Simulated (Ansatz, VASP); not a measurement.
Zr8N in VASP and in Ansatz

File INCAR:

```
SYSTEM = Zr8N
  PREC = Accurate
  ENCUT = 520
  EDIFF = 1E-7
  ISMEAR = 0
  SIGMA = 0.1
  LREAL = Auto
  LASPH = .TRUE.
  NELM = 100
  ALGO = Normal
  ISIF = 2
  LWAVE = .FALSE.
  LCHARG = .TRUE.
  LDIPOL = .TRUE.
  IDIPOL = 3
  DIPOL = 0.5 0.5 0.331
  GGA = PE
  IVDW = 12
  LELF = .TRUE.
  LVHAR = .TRUE.
  LVACPOTAV = .TRUE.
  NBANDS = 116
```

KPOINTS

```
regular mesh
0
G
  6 6 1
  0 0 0
```

File POSCAR:

```
Zr8N
1.0
    6.3664247930      0.0000000000      0.0000000000
   -3.1832123965      5.5134856020      0.0000000000
    0.0000000000      0.0000000000     26.3387889958
Zr N
16 2
Direct
    0.3333333333      0.1666666667      0.1518672708
    0.3333333333      0.6666666667      0.1518672708
    0.8333333333      0.1666666667      0.1518672708
    0.8333333333      0.6666666667      0.1518672708
    0.1666666667      0.3333333333      0.2489701510
    0.1666666667      0.8333333333      0.2489701510
    0.6666666667      0.3333333333      0.2489701510
    0.6666666667      0.8333333333      0.2489701510
    0.3333333333      0.1666666667      0.3487109194
    0.3333333333      0.6666666667      0.3487109194
    0.8333333333      0.1666666667      0.3487109194
    0.8333333333      0.6666666667      0.3487109194
    0.1666666667      0.3333333333      0.4418877799
    0.1666666667      0.8333333333      0.4418877799
    0.6666666667      0.3333333333      0.4418877799
    0.6666666667      0.8333333333      0.4418877799
    0.1666666667      0.3333333333      0.5785683236
    0.1666666667      0.3333333333      0.6203318231
```

Input for Ansatz:

```yaml
crystal:
  lattice:
    - [6.366424793, 0.0, 0.0]
    - [-3.1832123965, 5.513485602, 0.0]
    - [0.0, 0.0, 26.3387859015]
  atoms:
    - { symbol: Zr, position: [0.3333333333, 0.1666666667, 0.1518672886] }
    - { symbol: Zr, position: [0.3333333333, 0.6666666667, 0.1518672886] }
    - { symbol: Zr, position: [0.8333333333, 0.1666666667, 0.1518672886] }
    - { symbol: Zr, position: [0.8333333333, 0.6666666667, 0.1518672886] }
    - { symbol: Zr, position: [0.1666666667, 0.3333333333, 0.2489701804] }
    - { symbol: Zr, position: [0.1666666667, 0.8333333333, 0.2489701804] }
    - { symbol: Zr, position: [0.6666666667, 0.3333333333, 0.2489701804] }
    - { symbol: Zr, position: [0.6666666667, 0.8333333333, 0.2489701804] }
    - { symbol: Zr, position: [0.3333333333, 0.1666666667, 0.3487108088] }
    - { symbol: Zr, position: [0.3333333333, 0.6666666667, 0.3487108088] }
    - { symbol: Zr, position: [0.8333333333, 0.1666666667, 0.3487108088] }
    - { symbol: Zr, position: [0.8333333333, 0.6666666667, 0.3487108088] }
    - { symbol: Zr, position: [0.1666666667, 0.3333333333, 0.4418877144] }
    - { symbol: Zr, position: [0.1666666667, 0.8333333333, 0.4418877144] }
    - { symbol: Zr, position: [0.6666666667, 0.3333333333, 0.4418877144] }
    - { symbol: Zr, position: [0.6666666667, 0.8333333333, 0.4418877144] }
    - { symbol: "N", position: [0.1666666667, 0.3333333333, 0.5785682741] }
    - { symbol: "N", position: [0.1666666667, 0.3333333333, 0.6203317785] }
basis:
  ecutwfc: 420
kpoints:
  mp_grid: { grid: [6, 6, 1] }
hamiltonian:
  xc: pbe
  dispersion: d3bj
scf:
  occupations: { method: gaussian, width: 0.1 }
output:
  forces: true
  eigenvalues: true
  write_density: true
  write_potential: true
  elf: true
  volumetric_format: npy
efield:
  axis: 3
  dipole_correction: true
  ramp_width: 0.04
```

Alike in both runs: task single point; functional PBE; dispersion D3(BJ); k mesh 6 × 6 × 1; occupations gaussian, width 0.1 eV; no spin polarisation.

```csv
,VASP,Ansatz
version,VASP 6.6.1,Ansatz 0.2.0
potentials or method,"VASP PAW PBE potentials, release 64 (Zr_sv, N), cutoff 520 eV","scalar-relativistic, plane waves, PAW"
valence electrons in the cell,202,202
```

Ansatz gave:

- gap on the k mesh at the Fermi level (eV): none
- rms of the force components (eV/Å): 0.190
- work function, face that differs most (eV): 4.10

Question: What did VASP give for the same quantities?

Answer: gap on the k mesh at the Fermi level (eV): none; rms of the force components (eV/Å): 0.471; work function, face that differs most (eV): 4.10.

Atom by atom the forces differ by 0.344 eV/Å (rms over components). A gap of «none» marks a metal or a gap that the smearing closes. One of these differences is far larger than is usual between the two programs; its cause wasn't traced. Ansatz's warnings: xc potential rough in thin density.

Noted on VASP's run: the standard files for N, O and F lose accuracy on very short bonds.
